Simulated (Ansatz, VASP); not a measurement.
Te in VASP and in Ansatz

```xyz
2
Lattice="3.7272 0.0000 0.0000 -1.8636 3.2278 0.0000 0.0000 0.0000 6.0494" Properties=species:S:1:pos:R:3 pbc="T T T"
Te    0.0000    2.1519    1.5123
Te    1.8636    1.0759    4.5370
```

Alike in both runs: task relaxation of cell and atoms; functional PBE; k mesh 6 × 6 × 4; occupations gaussian, width 0.1 eV; no spin polarisation.

|  | VASP | Ansatz |
| --- | --- | --- |
| version | VASP 6.6.1 | Ansatz 0.2.0 |
| potentials or method | VASP PAW PBE potentials, release 64 (Te), cutoff 600 eV | scalar-relativistic, plane waves, PAW |
| valence electrons in the cell | 12 | 32 |

```tsv
	VASP	Ansatz	Ansatz less VASP
gap on the k mesh at the Fermi level, each at its own relaxed structure (eV)	none	none	-
relaxed volume (Å³/atom)	30.77	30.73	-0.040
relaxed cell length with the largest relative difference (Å)	3.978	3.974	-0.0044
```

A gap of «none» marks a metal or a gap that the smearing closes. VASP's potentials hold 12 valence electrons a cell and Ansatz's 32, so a difference there can come from the potentials and not from the codes.

Neither program's run includes spin-orbit coupling. Noted on VASP's run: the volume moved by over 15 % at a fixed basis, so the end points are rough.
